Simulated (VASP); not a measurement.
# Pd: single point with PBEsol

Pd:

```xyz
1
Lattice="0.0243 1.9449 1.9449 1.9449 0.0243 1.9449 1.9692 1.9692 0.0000" Properties=species:S:1:pos:R:3 pbc="T T T"
Pd    0.0000    0.0000    0.0000
```

This cell differs from its parent crystal: strain +0.0250 x Voigt [0, 0, 0, 0, 0, 1].

```
Program             : VASP 6.6.1
Task                : single point
Functional          : PBEsol
Potentials or basis : VASP PAW PBE potentials, release 64 (Pd)
Cutoff              : 520 eV
k mesh              : 20 × 20 × 20
Occupations         : gaussian, width 0.15 eV
Spin                : no spin polarisation
```

The pressure is -2.3 GPa and the band gap on the k mesh is zero (band 5 reaches 9.97 eV, above the bottom of band 6 at 8.34 eV).

Stress tensor (GPa, compression positive):
```
-2.25 -1.92  0.00
-1.92 -2.25  0.00
 0.00  0.00 -2.52
```

Levels at points of the mesh, in eV from the Fermi level:
```csv
k point,band 2,band 3,band 4,band 5,band 6,band 7,band 8,band 9
"(0.00, 0.00, 0.00)",-2.98,-2.89,-2.75,-1.22,-1.22,17.12,21.51,21.93
"(0.50, 0.00, 0.00)",-3.03,-2.81,-0.05,0.05,1.03,7.47,16.38,20.67
"(0.50, 0.50, 0.00)",-5.16,-0.04,0.28,0.31,3.25,10.74,12.66,13.62
"(0.00, 0.00, 0.50)",-3.01,-2.79,-0.09,0.01,0.81,7.11,16.60,21.06
"(0.50, 0.00, 0.50)",-5.16,-0.05,0.29,0.31,3.26,10.75,13.13,13.13
```

It took 2.2 min on 1 thread of Intel Xeon 6975P-C (shared host), peak memory 0.3 GiB.

Caveat: the cell differs from its parent crystal (strain +0.0250 x Voigt [0, 0, 0, 0, 0, 1]); the PAW data sets were made with another functional, which shifts forces and pressure a little.
